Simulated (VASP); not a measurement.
# B5P (P3m1) in VASP: relaxation of cell and atoms with PBE

Aim: the relaxation of cell and atoms of B5P with PBE.

All numbers are computed with VASP 6.6.1; they aren't measurements. Logs are shortened: lines on timing, memory, paths and dates and some standing lists are left out, and cuts for length are marked.

## 1. The cell of the first run

Symmetry: P3m1, No. 156, trigonal system. The conventional cell has a = 3.302 Å, b = 3.302 Å, c = 6.172 Å, α = 90.00°, β = 90.00°, γ = 120.00°. Within 2.2 Å of B (site symmetry m) lie 6 B at 1.64 to 1.88 Å. Within 2.4 Å of B (site symmetry 3m) lie 1 B at 1.78 Å and 3 P at 1.98 Å. Within 2.4 Å of B (site symmetry 3m) lie 7 B at 1.78 to 1.88 Å. P (site symmetry 3m) has 3 B at 1.98 Å within 2.6 Å.

The cell was generated, and may not be a known phase.

## 2. Relaxation of cell and atoms, PBE

INCAR

```
PREC = Accurate
ENCUT = 500
EDIFF = 1E-7
ISMEAR = 0
SIGMA = 0.1
LREAL = False
LASPH = True
NELM = 120
ALGO = Normal
ISIF = 3
LWAVE = False
LCHARG = False
GGA = PE
IBRION = 2
NSW = 100
EDIFFG = -0.01
GGA_COMPAT = False
NELMIN = 4
```

KPOINTS

```
Automatic mesh
0
Gamma
  12 12 6
```

POSCAR

```
B5P
1.0
    3.3015129375      0.0000000000      0.0000000000
   -1.6507564687      2.8591940748      0.0000000000
    0.0000000000      0.0000000000      6.1717461260
B P
5 1
Direct
    0.1658717266      0.8341282734      0.9541385141
    0.1658717266      0.3317434533      0.9541385141
    0.6682565467      0.8341282734      0.9541385141
    0.6666666667      0.3333333333      0.5212805090
    0.6666666667      0.3333333333      0.8095462865
    0.3333333333      0.6666666667      0.4345657121
```

Potentials or basis: VASP PAW PBE potentials, release 64 (B, P).

Run with:

```console
$ cat potpaw_PBE.64/B/POTCAR potpaw_PBE.64/P/POTCAR > POTCAR
$ mpirun -np 1 vasp_std > vasp.out
```

OUTCAR:

```text
PREC = Accurate
   ENCUT = 500
   EDIFF = 1E-7
   ISMEAR = 0
   LREAL = False
   LASPH = True
   NELM = 120
   ISIF = 3
   GGA = PE
   IBRION = 2
   NSW = 100
   EDIFFG = -0.01
   NELMIN = 4

 ion  position               nearest neighbor table
   1  0.166  0.834  0.954-   2 1.64   3 1.64   2 1.66   3 1.66   5 1.88   5 1.88
   2  0.166  0.332  0.954-   1 1.64   3 1.64   1 1.66   3 1.66   5 1.88   5 1.88
   3  0.668  0.834  0.954-   1 1.64   2 1.64   1 1.66   2 1.66   5 1.88   5 1.88
   4  0.667  0.333  0.521-   5 1.78   6 1.98   6 1.98   6 1.98
   5  0.667  0.333  0.810-   4 1.78   3 1.88   2 1.88   1 1.88   1 1.88   3 1.88   2 1.88
   6  0.333  0.667  0.435-   4 1.98   4 1.98   4 1.98

  LATTYP: Found a hexagonal cell.
 ALAT       =     3.3015129375
 C/A-ratio  =     1.8693690568

  Lattice vectors:

 A1 = (   3.3015129375,   0.0000000000,   0.0000000000)
 A2 = (  -1.6507564687,   2.8591940748,   0.0000000000)
 A3 = (   0.0000000000,   0.0000000000,   6.1717461260)

Analysis of symmetry for initial positions (statically):
=====================================================================
 Subroutine PRICEL returns:
 Original cell was already a primitive cell.

 Routine SETGRP: Setting up the symmetry group for a
 hexagonal supercell.

 Subroutine GETGRP returns: Found  6 space group operations
 (whereof  6 operations were pure point group operations)
 out of a pool of 24 trial point group operations.

The static configuration has the point symmetry C_3v.

Analysis of symmetry for dynamics (positions and initial velocities):
=====================================================================
 Subroutine PRICEL returns:
 Original cell was already a primitive cell.

 Routine SETGRP: Setting up the symmetry group for a
 hexagonal supercell.

 Subroutine GETGRP returns: Found  6 space group operations
 (whereof  6 operations were pure point group operations)
 out of a pool of 24 trial point group operations.

The dynamic configuration has the point symmetry C_3v.

 Subroutine INISYM returns: Found  6 space group operations
 (whereof  6 operations are pure point group operations),
 and found     1 'primitive' translations

----------------------------------------------------------------------------------------

                                     Primitive cell

  volume of cell :      58.2592

  direct lattice vectors                    reciprocal lattice vectors
     3.301512938  0.000000000  0.000000000     0.302891438  0.174874453  0.000000000
    -1.650756469  2.859194075  0.000000000     0.000000000  0.349748906  0.000000000
     0.000000000  0.000000000  6.171746126     0.000000000  0.000000000  0.162028700

  length of vectors
     3.301512938  3.301512937  6.171746126     0.349748906  0.349748906  0.162028700

  position of ions in fractional coordinates (direct lattice)
     0.165871727  0.834128273  0.954138514
     0.165871727  0.331743453  0.954138514
     0.668256547  0.834128273  0.954138514
     0.666666667  0.333333333  0.521280509
     0.666666667  0.333333333  0.809546287
     0.333333333  0.666666667  0.434565712

  ion indices of the primitive-cell ions
   primitive index   ion index
                 1           1
                 2           2
                 3           3
                 4           4
                 5           5
                 6           6

----------------------------------------------------------------------------------------

 KPOINTS: Automatic mesh

Automatic generation of k-mesh.
 Grid dimensions read from file:
 generate k-points for:   12   12    6

 Generating k-lattice:

  Cartesian coordinates                     Fractional coordinates (reciprocal lattice)
     0.025240953  0.014572871  0.000000000     0.083333333  0.000000000  0.000000000
     0.000000000  0.029145742  0.000000000     0.000000000  0.083333333  0.000000000
     0.000000000  0.000000000  0.027004783     0.000000000  0.000000000  0.166666667

  Length of vectors
     0.029145742  0.029145742  0.027004783

  Shift w.r.t. Gamma in fractional coordinates (k-lattice)
     0.000000000  0.000000000  0.000000000

 Subroutine IBZKPT returns following result:
 ===========================================

 Found    100 irreducible k-points:

 Following reciprocal coordinates:
            Coordinates               Weight
  0.000000  0.000000  0.000000      1.000000
  0.083333 -0.000000  0.000000      6.000000
  0.166667  0.000000  0.000000      6.000000
  0.250000  0.000000  0.000000      6.000000
  0.333333  0.000000  0.000000      6.000000
  0.416667 -0.000000  0.000000      6.000000
[... 16 lines left out ...]
  0.166667  0.000000  0.166667      6.000000
  0.000000  0.166667  0.166667      6.000000
 [... further k-points ...]
   k-points           NKPTS =    100   k-points in BZ     NKDIM =    100   number of bands    NBANDS=     14
   number of dos      NEDOS =    301   number of ions     NIONS =      6
   total plane-waves  NPLWV =  27648
   dimension x,y,z NGX =    24 NGY =   24 NGZ =   48
   dimension x,y,z NGXF=    48 NGYF=   48 NGZF=   96
   ions per type =               5   1
   NGX,Y,Z   is equivalent  to a cutoff of  12.09, 12.09, 12.93 a.u.
   NGXF,Y,Z  is equivalent  to a cutoff of  24.17, 24.17, 25.86 a.u.
 SYSTEM =  unknown system
   PREC   = accura    normal or accurate (medium, high low for compatibility)
   ISTART =      0    job   : 0-new  1-cont  2-samecut
   ICHARG =      2    charge: 1-file 2-atom 10-const
   ISPIN  =      1    spin polarized calculation?
   LNONCOLLINEAR =      F non collinear calculations
   LSORBIT =      F    spin-orbit coupling
   LASPH  =      T    aspherical Exc in radial PAW
   ENCUT  =  500.0 eV  36.75 Ry    6.06 a.u.   6.02  6.02 11.25*2*pi/ulx,y,z
   NELM   =    120;   NELMIN=  4; NELMDL= -5     # of ELM steps
   EDIFF  = 0.1E-06   stopping-criterion for ELM
   LREAL  =      F    real-space projection
   EDIFFG = -.1E-01   stopping-criterion for IOM
   NSW    =    100    number of steps for IOM
   IBRION =      2    ionic relax: 0-MD 1-quasi-New 2-CG
   NFREE  =      1    steps in history (QN), initial steepest desc. (CG)
   ISIF   =      3    stress and relaxation
   ISYM   =      2    0-nonsym 1-usesym 2-fastsym
   POTIM  = 0.5000    time-step for ionic-motion
   TEBEG  =    0.0;   TEEND  =   0.0 temperature during run
   PSTRESS=    0.0 pullay stress
   NELECT =      20.0000    total number of electrons
   NUPDOWN=      -1.0000    fix difference up-down
   EMIN   =  10.00;   EMAX   =-10.00  energy-range for DOS
   EFERMI =   0.00;   METHOD = LEGACY
   ISMEAR =     0;   SIGMA  =   0.10  broadening in eV -4-tet -1-fermi 0-gaus
   EFERMI_NEDOS =   21; number of points for ismear=-14 and -15
   IALGO  =     38    algorithm
   IMIX   =      4    mixing-type and parameters
     AMIX     =   0.40;   BMIX     =  1.00
     AMIX_MAG =   1.60;   BMIX_MAG =  1.00
  volume/ion in A,a.u.               =       9.71        65.53
  Fermi-wavevector in a.u.,A,eV,Ry     =   1.146296  2.166184 17.877966  1.313993
  Thomas-Fermi vector in A             =   2.282980
   LORBIT       =      0    0 simple, 1 ext, 2 COOP (PROOUT), +10 PAW based schemes
   GGA     = PE    functional components
   LHFCALC =     F    Hartree Fock is set to
   AEXX    =    0.0000 exact exchange contribution
   IVDW    =     0    specifies the selected vdW correction
   LEPSILON=     F    determine dielectric tensor
   LRPA    =     F    only Hartree local field effects (RPA)
 conjugate gradient relaxation of ions
 non-spin polarized calculation
 Gauss-broadening in eV      SIGMA  =   0.10
  energy-cutoff  :      500.00
  volume of cell :       58.26
 maximum number of plane-waves:      1506
   NGX = 13   NGY = 13   NGZ = 23

--------------------------------------- Ionic step        1  -------------------------------------------

 number of electron      19.9999999 magnetization

 Free energy of the ion-electron system (eV)
  ---------------------------------------------------
  ext. energy  EPLUGINS =         0.00000000
  ---------------------------------------------------
  free energy    TOTEN  =       -36.98512454 eV

  energy without entropy =      -36.97717494  energy(sigma->0) =      -36.98114974

------------------------ aborting loop because EDIFF is reached ----------------------------------------

  FORCE on cell =-STRESS in cart. coord.  units (eV):
  Direction    XX          YY          ZZ          XY          YZ          ZX
  --------------------------------------------------------------------------------------
  -------------------------------------------------------------------------------------
  Total       -0.1956855     -0.1956855      0.2242617     -0.0000000      0.0000000      0.0000000
  in kB       -5.3815156     -5.3815156      6.1673852     -0.0000000      0.0000000      0.0000000
  external PRESSURE =      -1.5318820 kB  Pullay stress =       0.0000000 kB
[... 101 lines left out ...]
  FREE ENERGIE OF THE ION-ELECTRON SYSTEM (eV)
  ---------------------------------------------------
  free  energy   TOTEN  =       -36.9881589312 eV

  energy  without entropy=      -36.9807253674  energy(sigma->0) =      -36.98444215

[... ionic steps 4 to 16 ...]

--------------------------------------- Ionic step       17  -------------------------------------------

 number of electron      19.9999999 magnetization

------------------------ aborting loop because EDIFF is reached ----------------------------------------
[... 75 lines left out ...]
--------------------------------------- Ionic step       19  -------------------------------------------

 number of electron      19.9999999 magnetization

 Free energy of the ion-electron system (eV)
  ---------------------------------------------------
  ext. energy  EPLUGINS =         0.00000000
  ---------------------------------------------------
  free energy    TOTEN  =       -36.99199914 eV

  energy without entropy =      -36.98476291  energy(sigma->0) =      -36.98838103

 E-fermi :   5.8808     XC(G=0): -10.5728

 val. band max:        5.8501653620   @ k =   0.4167  -0.0000   0.5000
 cond. band min:       5.8839754314   @ k =   0.3333   0.2500   0.1667
 fundamental gap:      0.0338100694
 Fermi energy:         5.8808450164

 k-point     1 :       0.0000    0.0000    0.0000
  band No.  band energies     occupation
      1     -10.9230      2.00000
      2      -7.4703      2.00000
      3      -3.1018      2.00000
      4      -2.7868      2.00000
      5      -0.1289      2.00000
      6      -0.1289      2.00000
      7       2.3997      2.00000
      8       4.6741      2.00000
      9       4.6741      2.00000
     10       5.9940      0.10962
     11       8.1091      0.00000
     12       8.5943      0.00000
     13       8.5943      0.00000
     14       9.9797      0.00000
[... 377 lines left out ...]
      1     -10.5473      2.00000
      2      -7.1351      2.00000
      3      -3.3156      2.00000
      4      -2.4953      2.00000
      5      -1.2952      2.00000
      6      -0.2496      2.00000
      7       1.9483      2.00000
      8       2.8871      2.00000
      9       4.0132      2.00000
     10       6.2303      0.00000
     11       8.3180      0.00000
     12       9.1194      0.00000
     13       9.3767      0.00000
     14       9.9971      0.00000

 [... further k-points ...]

------------------------ aborting loop because EDIFF is reached ----------------------------------------

  FORCE on cell =-STRESS in cart. coord.  units (eV):
  Direction    XX          YY          ZZ          XY          YZ          ZX
  --------------------------------------------------------------------------------------
  -------------------------------------------------------------------------------------
  Total        0.0038860      0.0038860      0.0010487      0.0000000     -0.0000000     -0.0000000
  in kB        0.1044749      0.1044749      0.0281948      0.0000000     -0.0000000     -0.0000000
  external PRESSURE =       0.0790482 kB  Pullay stress =       0.0000000 kB
[... 21 lines left out ...]
  FREE ENERGIE OF THE ION-ELECTRON SYSTEM (eV)
  ---------------------------------------------------
  free  energy   TOTEN  =       -36.9919991426 eV

  energy  without entropy=      -36.9847629100  energy(sigma->0) =      -36.98838103

 reached required accuracy - stopping structural energy minimisation
```

It took 4.8 min on 1 thread of Intel Xeon Platinum 8488C (Sapphire Rapids), shared host; peak memory 0.21 GiB.

Results:

| Item | Value |
| --- | --- |
| Free energy | -36.9920 eV |
| Relaxed volume | 9.93 Å³/atom |
| Relaxed cell | a = 3.296 Å, b = 3.296 Å, c = 6.333 Å, α = 90.00°, β = 90.00°, γ = 120.00° |
| Space group after relaxing (to 0.1 Å) | P3m1 (No. 156) |
| Energy gained by relaxing | 1.1 meV/atom |
| Ionic steps | 19 |
| Pressure after relaxing | 0.0 GPa |
| Band gap on the k mesh | zero (bands 10 and 11 overlap by 2.47 eV) |

The path:
```csv
step,energy change (eV),largest force (eV/Å),pressure (GPa),volume (Å³)
1,0.0000,0.2922,-0.15,58.26
2,-0.0030,0.0451,0.44,58.18
3,-0.0030,0.0452,0.44,58.18
4,-0.0034,0.0635,-0.05,58.39
5,-0.0034,0.0584,-0.02,58.38
6,-0.0037,0.0397,-0.15,58.49
7,-0.0038,0.0672,-0.24,58.56
8,-0.0041,0.0595,-0.19,58.59
9,-0.0046,0.0889,-0.05,58.70
10,-0.0049,0.1482,0.25,58.92
11,-0.0049,0.1275,0.15,58.84
12,-0.0053,0.1148,0.13,58.92
13,-0.0062,0.0764,0.09,59.14
14,-0.0068,0.0234,0.02,59.58
15,-0.0068,0.0216,0.03,59.53
16,-0.0069,0.0110,0.02,59.56
17,-0.0069,0.0142,0.02,59.58
18,-0.0069,0.0236,0.00,59.61
19,-0.0069,0.0017,0.01,59.59
```

Final structure:
```
CELL_PARAMETERS angstrom
3.29625 0.00000 0.00000
-1.64813 2.85464 0.00000
0.00000 0.00000 6.33327
ATOMIC_POSITIONS crystal
B 0.16611 0.83389 0.95041
B 0.16611 0.33221 0.95041
B 0.66779 0.83389 0.95041
B 0.66667 0.33333 0.52693
B 0.66667 0.33333 0.80678
P 0.33333 0.66667 0.44287
```

Caveat: this functional lacks dispersion, which binds layers or chains, so the pressure and a relaxed spacing across them are unreliable.

The gap in the log of VASP goes by the Fermi energy; the results here count the filled bands.